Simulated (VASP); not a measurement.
**FePt: single point with LDA**

The system is FePt.

```
Fe Pt
1.0
     2.65977    0.00000    0.00000
     0.00000    2.65977    0.00000
     0.00000    0.00000    3.68202
Fe Pt
1 1
Direct
  0.00000 0.00000 0.00000
  0.50000 0.50000 0.50000
```

```yaml
Program: VASP 6.6.1
Task: single point
Functional: LDA
Potentials_or_basis: VASP PAW LDA potentials, release 64 (Fe, Pt)
Cutoff: 520 eV
k_mesh: 18 × 18 × 14
Occupations: fermi-dirac, width 0.05 eV
Spin: collinear spin, ferromagnetic start
Starting_moments: "[3.0, 0.0] μB"
Dipole_correction: no
Further_INCAR_settings: ALGO = Normal; EDIFF = 1e-06; NBANDS = 20
```

| Item | Value |
| --- | --- |
| Pressure | -0.2 GPa |
| Net moment | 3.05 μB per cell |
| Site moments | Fe +2.67; Pt +0.32 μB |
| Valence electrons inside the program's atomic spheres | Fe 7.14; Pt 9.56 |

Levels at points of the mesh, in eV from the Fermi level:
Spin up:
```csv
k point,band 9,band 10,band 11,band 12,band 13,band 14
"(0.00, 0.00, 0.00)",-0.29,-0.06,-0.06,2.16,10.34,12.22
"(0.50, 0.00, 0.00)",-1.78,-1.63,0.64,2.42,10.77,10.98
"(0.50, 0.50, 0.00)",-0.12,0.82,1.75,1.75,8.45,11.00
"(0.00, 0.00, 0.50)",-1.97,-1.97,-1.37,-0.74,15.90,16.21
"(0.50, 0.00, 0.50)",-0.57,-0.54,-0.22,-0.14,5.32,7.47
"(0.50, 0.50, 0.50)",-0.58,0.82,7.27,7.27,8.30,8.94
```
Spin down:
| k point | band 5 | band 6 | band 7 | band 8 | band 9 | band 10 | band 11 | band 12 |
| --- | --- | --- | --- | --- | --- | --- | --- | --- |
| (0.00, 0.00, 0.00) | -2.53 | -0.96 | -0.74 | 0.38 | 1.56 | 1.74 | 1.74 | 2.46 |
| (0.50, 0.00, 0.00) | -2.62 | -1.41 | -1.41 | -1.15 | 0.29 | 0.63 | 2.70 | 2.74 |
| (0.50, 0.50, 0.00) | 1.09 | 1.23 | 1.56 | 1.79 | 1.79 | 1.86 | 2.03 | 2.03 |
| (0.00, 0.00, 0.50) | -1.97 | -1.97 | -1.59 | -0.51 | -0.14 | 0.36 | 0.36 | 1.28 |
| (0.50, 0.00, 0.50) | -2.39 | -0.66 | -0.37 | -0.34 | 0.99 | 1.49 | 1.54 | 1.59 |
| (0.50, 0.50, 0.50) | -1.59 | -1.54 | -1.54 | 0.53 | 1.09 | 1.87 | 8.00 | 8.00 |

Run time: 8.5 min on 1 thread of Intel Xeon 8259CL (shared host), peak memory 0.43 GiB.

Caveat: spin-orbit coupling is left out, which moves the levels of the heavy elements.
